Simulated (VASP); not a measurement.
A run of VASP 6.6.1 is set up as follows.

The input INCAR:

```
SYSTEM = HCl
PREC = Accurate
ENCUT = 520
EDIFF = 1E-6
ISMEAR = 0
SIGMA = 0.1
LREAL = .FALSE.
LASPH = .TRUE.
NELM = 100
ALGO = Normal
ISIF = 2
LWAVE = .FALSE.
LCHARG = .FALSE.
GGA = PS
NBANDS = 11
```

Contents of KPOINTS:

```
Automatic mesh
0
G
  16 16 16
  0 0 0
```

POSCAR

```
HCl
1.0
    0.0000000000      2.1762526214      2.1762526214
    2.1762526214      0.0000000000      2.1762526214
    2.1762526214      2.1762526214      0.0000000000
H Cl
1 1
Direct
    0.0000000000      0.0000000000      0.0000000000
    0.5000000000      0.5000000000      0.5000000000
```

Potentials or basis: VASP PAW PBE potentials, release 64 (H, Cl).

Run with:

```console
$ cat potpaw_PBE.64/H/POTCAR potpaw_PBE.64/Cl/POTCAR > POTCAR
$ mpirun -np 1 vasp_std > vasp.out
```

Task: Estimate the band gap on the k mesh.

Result: Zero (bands 4 and 5 overlap by 1.69 eV).

Task: What does it give for the pressure?

Result: 4.6 GPa.

Caveat: the cell stands under pressure; the PAW data sets were made with another functional, which shifts forces and pressure a little.
